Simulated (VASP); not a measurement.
Li3Si2N:

```
Li Si N
1.0
     2.42611    1.40072    3.80456
    -2.42611    1.40072    3.80456
     0.00000   -2.80143    3.80456
Li Si N
3 2 1
Direct
  0.50000 0.50000 0.00000
  0.00000 0.50000 0.50000
  0.50000 0.00000 0.50000
  0.20738 0.20738 0.20738
  0.79262 0.79262 0.79262
  0.00000 0.00000 0.00000
```

- Program: VASP 6.6.1
- Task: relaxation of cell and atoms
- Functional: PBE
- Potentials or basis: VASP PAW PBE potentials, release 64 (Li_sv, Si, N)
- Cutoff: 600 eV
- k mesh: 6 × 6 × 6
- Occupations: gaussian, width 0.1 eV
- Spin: no spin polarisation

At the start: pressure 13.3 GPa; volume 12.93 Å³/atom.

Q: How do energy, volume and symmetry change on relaxing?

A: Over 14 steps the energy falls by 1257.3 meV/atom and the volume is 12.84 Å³/atom (-0.7 %); space group R-3m (No. 166, to 0.05 Å).

Step by step:
```
step  energy change (eV)  largest force (eV/Å)  pressure (GPa)  volume (Å³)
   1              0.0000                9.5113           13.31        77.57
   2             -5.8805                3.8450           -8.58        90.22
   3             -6.3167                1.3333           -6.94       103.13
   4             -6.7086                1.2679          -10.41        97.30
   5             -6.6962                6.1388            6.49        83.97
   6             -7.2425                1.2275           -4.36        89.72
   7             -7.4676                0.3921           -2.81        84.37
   8             -7.5157                0.2364           -1.15        80.98
   9             -7.5249                0.1830            0.23        79.42
  10             -7.5249                0.1842            0.23        79.41
  11             -7.5325                0.1305            0.24        78.79
  12             -7.5433                0.0042            0.33        76.90
  13             -7.5434                0.0150            0.35        76.72
  14             -7.5438                0.0387            0.05        77.03
```

Final structure:
```
CELL_PARAMETERS angstrom
2.38393 1.37637 3.91260
-2.38393 1.37637 3.91260
0.00000 -2.75273 3.91260
ATOMIC_POSITIONS crystal
Li 0.50000 0.50000 0.00000
Li 0.00000 0.50000 0.50000
Li 0.50000 0.00000 0.50000
Si 0.14785 0.14785 0.14785
Si 0.85215 0.85215 0.85215
N 0.00000 0.00000 0.00000
```

Caveat: the cutoff is under 1.25 times the usual one of these potentials, so pressure, stress and relaxed cells hold a basis-set (Pulay) error.
